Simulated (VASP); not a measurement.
# AlN (Fm-3m) in VASP: further runs

The runs below take AlN through single point, with PBE, LDA.

All numbers are computed with VASP 6.6.1; they aren't measurements. Logs are shortened: lines on timing, memory, paths and dates and some standing lists are left out, and cuts for length are marked.

### 1 The cell of the first run

It takes space group Fm-3m (No. 225, cubic). The conventional cell has a = 4.069 Å, b = 4.069 Å, c = 4.069 Å, α = 90.00°, β = 90.00°, γ = 90.00°. Al (site symmetry m-3m) has 6 N at 2.03 Å within 2.7 Å. Within 2.7 Å of N (site symmetry m-3m) lie 6 Al at 2.03 Å.

### 2 Single point, PBE

Contents of INCAR:

```
SYSTEM = AlN
ALGO = Normal
EDIFF = 1E-6
ENCUT = 600
GGA = PE
GGA_COMPAT = .False.
ISIF = 2
ISMEAR = 0
LASPH = .True.
LCHARG = .False.
LREAL = .False.
LWAVE = .False.
NBANDS = 11
NELM = 120
PREC = Accurate
SIGMA = 0.1
```

Contents of KPOINTS:

```
k-points
0
Gamma
  6 6 6
  0 0 0
```

Contents of POSCAR:

```
AlN
1.0
    0.0000000000      2.0345180000      2.0345180000
    2.0345180000      0.0000000000      2.0345180000
    2.0345180000      2.0345180000      0.0000000000
Al N
1 1
Direct
    0.5000000000      0.5000000000      0.5000000000
    0.0000000000      0.0000000000      0.0000000000
```

Potentials or basis: VASP PAW PBE potentials, release 64 (Al, N).

Command:

```bash
$ cat potpaw_PBE.64/Al/POTCAR potpaw_PBE.64/N/POTCAR > POTCAR
$ mpirun -np 1 vasp_std > vasp.out
```

OUTCAR:

```text
SYSTEM = AlN
   EDIFF = 1E-6
   ENCUT = 600
   GGA = PE
   ISIF = 2
   ISMEAR = 0
   LASPH = .True.
   LREAL = .False.
   NELM = 120
   PREC = Accurate

 ion  position               nearest neighbor table
   1  0.500  0.500  0.500-   2 2.03   2 2.03   2 2.03   2 2.03   2 2.03   2 2.03
   2  0.000  0.000  0.000-   1 2.03   1 2.03   1 2.03   1 2.03   1 2.03   1 2.03

  LATTYP: Found a face centered cubic cell.
 ALAT       =     4.0690360000

  Lattice vectors:

 A1 = (   0.0000000000,   2.0345180000,   2.0345180000)
 A2 = (   2.0345180000,   0.0000000000,   2.0345180000)
 A3 = (   2.0345180000,   2.0345180000,   0.0000000000)

Analysis of symmetry for initial positions (statically):
=====================================================================
 Subroutine PRICEL returns:
 Original cell was already a primitive cell.

 Routine SETGRP: Setting up the symmetry group for a
 face centered cubic supercell.

 Subroutine GETGRP returns: Found 48 space group operations
 (whereof 48 operations were pure point group operations)
 out of a pool of 48 trial point group operations.

The static configuration has the point symmetry O_h .

Analysis of symmetry for dynamics (positions and initial velocities):
=====================================================================
 Subroutine PRICEL returns:
 Original cell was already a primitive cell.

 Routine SETGRP: Setting up the symmetry group for a
 face centered cubic supercell.

 Subroutine GETGRP returns: Found 48 space group operations
 (whereof 48 operations were pure point group operations)
 out of a pool of 48 trial point group operations.

The dynamic configuration has the point symmetry O_h .

 Subroutine INISYM returns: Found 48 space group operations
 (whereof 48 operations are pure point group operations),
 and found     1 'primitive' translations

----------------------------------------------------------------------------------------

                                     Primitive cell

  volume of cell :      16.8428

  direct lattice vectors                    reciprocal lattice vectors
     0.000000000  2.034518000  2.034518000    -0.245758455  0.245758455  0.245758455
     2.034518000  0.000000000  2.034518000     0.245758455 -0.245758455  0.245758455
     2.034518000  2.034518000  0.000000000     0.245758455  0.245758455 -0.245758455

  length of vectors
     2.877242948  2.877242948  2.877242948     0.425666130  0.425666130  0.425666130

  position of ions in fractional coordinates (direct lattice)
     0.500000000  0.500000000  0.500000000
     0.000000000  0.000000000  0.000000000

  ion indices of the primitive-cell ions
   primitive index   ion index
                 1           1
                 2           2

----------------------------------------------------------------------------------------

 KPOINTS: k-points

Automatic generation of k-mesh.
 Grid dimensions read from file:
 generate k-points for:    6    6    6

 Generating k-lattice:

  Cartesian coordinates                     Fractional coordinates (reciprocal lattice)
    -0.040959742  0.040959742  0.040959742     0.166666667  0.000000000  0.000000000
     0.040959742 -0.040959742  0.040959742     0.000000000  0.166666667  0.000000000
     0.040959742  0.040959742 -0.040959742     0.000000000  0.000000000  0.166666667

  Length of vectors
     0.070944355  0.070944355  0.070944355

  Shift w.r.t. Gamma in fractional coordinates (k-lattice)
     0.000000000  0.000000000  0.000000000

 Subroutine IBZKPT returns following result:
 ===========================================

 Found     16 irreducible k-points:

 Following reciprocal coordinates:
            Coordinates               Weight
  0.000000  0.000000  0.000000      1.000000
  0.166667  0.000000  0.000000      8.000000
  0.333333  0.000000  0.000000      8.000000
  0.500000  0.000000  0.000000      4.000000
  0.166667  0.166667  0.000000      6.000000
  0.333333  0.166667  0.000000     24.000000
[... 8 lines left out ...]
 -0.333333  0.333333  0.166667     24.000000
 -0.333333  0.500000  0.166667     12.000000
   k-points           NKPTS =     16   k-points in BZ     NKDIM =     16   number of bands    NBANDS=     11
   number of dos      NEDOS =    301   number of ions     NIONS =      2
   total plane-waves  NPLWV =  13824
   dimension x,y,z NGX =    24 NGY =   24 NGZ =   24
   dimension x,y,z NGXF=    48 NGYF=   48 NGZF=   48
   ions per type =               1   1
   NGX,Y,Z   is equivalent  to a cutoff of  13.87, 13.87, 13.87 a.u.
   NGXF,Y,Z  is equivalent  to a cutoff of  27.73, 27.73, 27.73 a.u.
 SYSTEM =  AlN
   PREC   = accura    normal or accurate (medium, high low for compatibility)
   ISTART =      0    job   : 0-new  1-cont  2-samecut
   ICHARG =      2    charge: 1-file 2-atom 10-const
   ISPIN  =      1    spin polarized calculation?
   LNONCOLLINEAR =      F non collinear calculations
   LSORBIT =      F    spin-orbit coupling
   LASPH  =      T    aspherical Exc in radial PAW
   ENCUT  =  600.0 eV  44.10 Ry    6.64 a.u.   5.75  5.75  5.75*2*pi/ulx,y,z
   NELM   =    120;   NELMIN=  2; NELMDL= -5     # of ELM steps
   EDIFF  = 0.1E-05   stopping-criterion for ELM
   LREAL  =      F    real-space projection
   EDIFFG = 0.1E-04   stopping-criterion for IOM
   NSW    =      0    number of steps for IOM
   IBRION =     -1    ionic relax: 0-MD 1-quasi-New 2-CG
   NFREE  =      0    steps in history (QN), initial steepest desc. (CG)
   ISIF   =      2    stress and relaxation
   ISYM   =      2    0-nonsym 1-usesym 2-fastsym
   POTIM  = 0.5000    time-step for ionic-motion
   TEBEG  =    0.0;   TEEND  =   0.0 temperature during run
   PSTRESS=    0.0 pullay stress
   NELECT =       8.0000    total number of electrons
   NUPDOWN=      -1.0000    fix difference up-down
   EMIN   =  10.00;   EMAX   =-10.00  energy-range for DOS
   EFERMI =   0.00;   METHOD = LEGACY
   ISMEAR =     0;   SIGMA  =   0.10  broadening in eV -4-tet -1-fermi 0-gaus
   EFERMI_NEDOS =   21; number of points for ismear=-14 and -15
   IALGO  =     38    algorithm
   IMIX   =      4    mixing-type and parameters
     AMIX     =   0.40;   BMIX     =  1.00
     AMIX_MAG =   1.60;   BMIX_MAG =  1.00
  volume/ion in A,a.u.               =       8.42        56.83
  Fermi-wavevector in a.u.,A,eV,Ry     =   1.277321  2.413786 22.198561  1.631548
  Thomas-Fermi vector in A             =   2.409927
   LORBIT       =      0    0 simple, 1 ext, 2 COOP (PROOUT), +10 PAW based schemes
   GGA     = PE    functional components
   LHFCALC =     F    Hartree Fock is set to
   AEXX    =    0.0000 exact exchange contribution
   IVDW    =     0    specifies the selected vdW correction
   LEPSILON=     F    determine dielectric tensor
   LRPA    =     F    only Hartree local field effects (RPA)
 non-spin polarized calculation
 Gauss-broadening in eV      SIGMA  =   0.10
  energy-cutoff  :      600.00
  volume of cell :       16.84
 maximum number of plane-waves:       588
   NGX = 11   NGY = 11   NGZ = 11

 number of electron       7.9999999 magnetization

 Free energy of the ion-electron system (eV)
  ---------------------------------------------------
  ext. energy  EPLUGINS =         0.00000000
  ---------------------------------------------------
  free energy    TOTEN  =       -14.54246307 eV

  energy without entropy =      -14.54246307  energy(sigma->0) =      -14.54246307

 E-fermi :  10.2373     XC(G=0): -12.1957

 val. band max:        9.7232166213   @ k =   0.0000   0.0000   0.0000
 cond. band min:      14.1419013669   @ k =   0.5000   0.5000   0.0000
 fundamental gap:      4.4186847456
 Fermi energy:        10.2372658545

 k-point     1 :       0.0000    0.0000    0.0000
  band No.  band energies     occupation
      1      -7.6603      2.00000
      2       9.7232      2.00000
      3       9.7232      2.00000
      4       9.7232      2.00000
      5      15.1282      0.00000
      6      21.8237      0.00000
      7      21.8237      0.00000
      8      21.8237      0.00000
      9      26.9134      0.00000
     10      27.3675      0.00000
     11      27.3675      0.00000

 k-point     2 :       0.1667    0.0000    0.0000
  band No.  band energies     occupation
      1      -7.1081      2.00000
      2       7.3418      2.00000
      3       9.4242      2.00000
      4       9.4242      2.00000
      5      16.3318      0.00000
      6      20.3808      0.00000
      7      22.3215      0.00000
      8      22.3215      0.00000
      9      25.1090      0.00000
     10      25.1090      0.00000
     11      27.3006      0.00000

 k-point     3 :       0.3333    0.0000    0.0000
  band No.  band energies     occupation
      1      -5.6389      2.00000
      2       3.5816      2.00000
      3       8.9082      2.00000
      4       8.9082      2.00000
      5      16.1105      0.00000
      6      21.2138      0.00000
      7      21.2138      0.00000
      8      21.6393      0.00000
      9      26.0039      0.00000
     10      27.3929      0.00000
     11      27.3929      0.00000

 k-point     4 :       0.5000    0.0000    0.0000
  band No.  band energies     occupation
      1      -4.4744      2.00000
      2       1.5369      2.00000
      3       8.6809      2.00000
      4       8.6809      2.00000
      5      15.7348      0.00000
      6      20.5637      0.00000
      7      20.5637      0.00000
      8      22.7367      0.00000
      9      25.6096      0.00000
     10      30.1821      0.00000
     11      30.1821      0.00000
[... 127 lines left out ...]
 k-point    14 :       0.5000    0.3333    0.1667
  band No.  band energies     occupation
      1      -4.5477      2.00000
      2       3.7974      2.00000
      3       5.9297      2.00000
      4       7.6508      2.00000
      5      17.7725      0.00000
      6      18.6044      0.00000
      7      19.7949      0.00000
      8      23.5600      0.00000
      9      26.3061      0.00000
     10      30.0879      0.00000
     11      33.2681      0.00000

 k-point    15 :      -0.3333    0.3333    0.1667
  band No.  band energies     occupation
      1      -3.6995      2.00000
      2       3.0367      2.00000
      3       5.0769      2.00000
      4       7.0736      2.00000
      5      17.7056      0.00000
      6      18.9489      0.00000
      7      21.1623      0.00000
      8      22.6557      0.00000
      9      27.5526      0.00000
     10      28.6630      0.00000
     11      34.2929      0.00000

 k-point    16 :      -0.3333    0.5000    0.1667
  band No.  band energies     occupation
      1      -3.4051      2.00000
      2       3.2198      2.00000
      3       5.2726      2.00000
      4       6.1049      2.00000
      5      16.4683      0.00000
      6      17.9977      0.00000
      7      22.1925      0.00000
      8      23.1374      0.00000
      9      27.4559      0.00000
     10      31.0971      0.00000
     11      34.2962      0.00000

------------------------ aborting loop because EDIFF is reached ----------------------------------------

  FORCE on cell =-STRESS in cart. coord.  units (eV):
  Direction    XX          YY          ZZ          XY          YZ          ZX
  --------------------------------------------------------------------------------------
  -------------------------------------------------------------------------------------
  Total       -0.0175524     -0.0175524     -0.0175524      0.0000000     -0.0000000      0.0000000
  in kB       -1.6696733     -1.6696733     -1.6696733      0.0000000     -0.0000000      0.0000000
  external PRESSURE =      -1.6696733 kB  Pullay stress =       0.0000000 kB

 VOLUME and BASIS-vectors are now :
 -----------------------------------------------------------------------------
  energy-cutoff  :      600.00
  volume of cell :       16.84
      direct lattice vectors                 reciprocal lattice vectors
     0.000000000  2.034518000  2.034518000    -0.245758455  0.245758455  0.245758455
     2.034518000  0.000000000  2.034518000     0.245758455 -0.245758455  0.245758455
     2.034518000  2.034518000  0.000000000     0.245758455  0.245758455 -0.245758455

 POSITION                                       TOTAL-FORCE (eV/Angst)
 -----------------------------------------------------------------------------------
      2.03452      2.03452      2.03452         0.000000      0.000000     -0.000000
      0.00000      0.00000      0.00000        -0.000000      0.000000      0.000000
 -----------------------------------------------------------------------------------
    total drift:                                0.000000     -0.000000     -0.000000

  FREE ENERGIE OF THE ION-ELECTRON SYSTEM (eV)
  ---------------------------------------------------
  free  energy   TOTEN  =       -14.5424630702 eV

  energy  without entropy=      -14.5424630702  energy(sigma->0) =      -14.54246307
```

Wall time 5.5 s (1 thread of AMD EPYC 7R43 (Zen 3), shared host); peak memory 0.09 GiB.

Results:

| Quantity | Value |
| --- | --- |
| Free energy | -14.5425 eV |
| Pressure | -0.2 GPa |
| Band gap on the k mesh | 4.42 eV, indirect (least direct gap 5.41 eV) |

Levels at points of the mesh, in eV from the valence-band top:
```
           k point  band 2  band 3  band 4  band 5  band 6  band 7
(0.00, 0.00, 0.00)    0.00    0.00    0.00    5.40   12.10   12.10
(0.50, 0.00, 0.00)   -8.19   -1.04   -1.04    6.01   10.84   10.84
(0.50, 0.50, 0.00)   -7.26   -2.75   -2.75    4.42    5.33   13.82
```

Caveat: the k points lie up to 0.45 Å⁻¹ apart. PBE gaps usually lie below the measured ones, often by a third to a half.

### 3 Single point, LDA

Contents of INCAR:

```
SYSTEM = AlN
  ALGO = Normal
  EDIFF = 1E-6
  ENCUT = 600
  GGA_COMPAT = .FALSE.
  ISIF = 2
  ISMEAR = 1
  LASPH = .TRUE.
  LCHARG = .FALSE.
  LREAL = .FALSE.
  LWAVE = .FALSE.
  NBANDS = 11
  NELM = 120
  PREC = Accurate
  SIGMA = 0.47
```

Contents of KPOINTS:

```
k-points
0
G
  6 6 6
  0 0 0
```

POSCAR is that of step 2.

Potentials or basis: VASP PAW LDA potentials, release 64 (Al, N).

Command:

```bash
$ cat potpaw_LDA.64/Al/POTCAR potpaw_LDA.64/N/POTCAR > POTCAR
$ mpirun -np 1 vasp_std > vasp.out
```

Wall time 4.5 s (1 thread of AMD EPYC 7R43 (Zen 3), shared host); peak memory 0.09 GiB.

The run converged. Its results:

```
Free energy            : -16.2010 eV
Pressure               : -10.6 GPa
Band gap on the k mesh : 4.28 eV, indirect (least direct gap 5.50 eV)
```

Levels at points of the mesh, in eV from the valence-band top:
```csv
k point,band 2,band 3,band 4,band 5,band 6,band 7
"(0.00, 0.00, 0.00)",0.00,0.00,0.00,5.50,11.96,11.96
"(0.50, 0.00, 0.00)",-8.23,-1.05,-1.05,6.00,10.65,10.65
"(0.50, 0.50, 0.00)",-7.29,-2.77,-2.77,4.28,5.22,13.66
```

Caveat: the k points lie up to 0.45 Å⁻¹ apart. A k mesh can miss the band edges.

### 4 Single point, PBE

Contents of INCAR:

```
SYSTEM = AlN
PREC = Accurate
ENCUT = 600
EDIFF = 1E-6
ISMEAR = 1
SIGMA = 0.014
LREAL = .FALSE.
LASPH = .TRUE.
NELM = 120
ALGO = Normal
ISIF = 2
LWAVE = .FALSE.
LCHARG = .FALSE.
GGA = PE
NBANDS = 11
GGA_COMPAT = .FALSE.
```

Contents of KPOINTS:

```
Automatic mesh
0
G
  6 6 6
  0 0 0
```

POSCAR is that of step 3.

Potentials or basis: VASP PAW PBE potentials, release 64 (Al, N).

Command:

```bash
$ cat potpaw_PBE.64/Al/POTCAR potpaw_PBE.64/N/POTCAR > POTCAR
$ mpirun -np 1 vasp_std > vasp.out
```

It took 5.1 s on 1 thread of AMD EPYC 7R43 (Zen 3), shared host; peak memory 0.1 GiB.

Results (log left out):

```yaml
Free_energy: -14.5425 eV
Pressure: -0.2 GPa
Band_gap_on_the_k_mesh: 4.42 eV, indirect (least direct gap 5.41 eV)
```

Levels at points of the mesh, in eV from the valence-band top:
```
           k point  band 1  band 2  band 3  band 4  band 5  band 6  band 7  band 8
(0.00, 0.00, 0.00)  -17.38    0.00    0.00    0.00    5.40   12.10   12.10   12.10
(0.50, 0.00, 0.00)  -14.20   -8.19   -1.04   -1.04    6.01   10.84   10.84   13.01
(0.50, 0.50, 0.00)  -13.24   -7.26   -2.75   -2.75    4.42    5.33   13.82   16.95
```

Caveat: the k points lie up to 0.45 Å⁻¹ apart.

### 5 The runs side by side

| level | potentials or basis | smearing | gap on the mesh (eV) | pressure (GPa) |
| --- | --- | --- | --- | --- |
| PBE | VASP PAW PBE potentials, release 64 (Al, N) | gaussian 0.1 eV | 4.42 | -0.2 |
| LDA | VASP PAW LDA potentials, release 64 (Al, N) | methfessel-paxton 0.47 eV | 4.28 | -10.6 |
| PBE | VASP PAW PBE potentials, release 64 (Al, N) | methfessel-paxton 0.014 eV | 4.42 | -0.2 |

Alike in all rows: task single point; no spin polarisation; cell as given; k mesh 6 × 6 × 6; cutoff (eV) 600.

Caveats: all runs use coarse meshes.

Absolute energies hang on the potentials; compare differences alone.
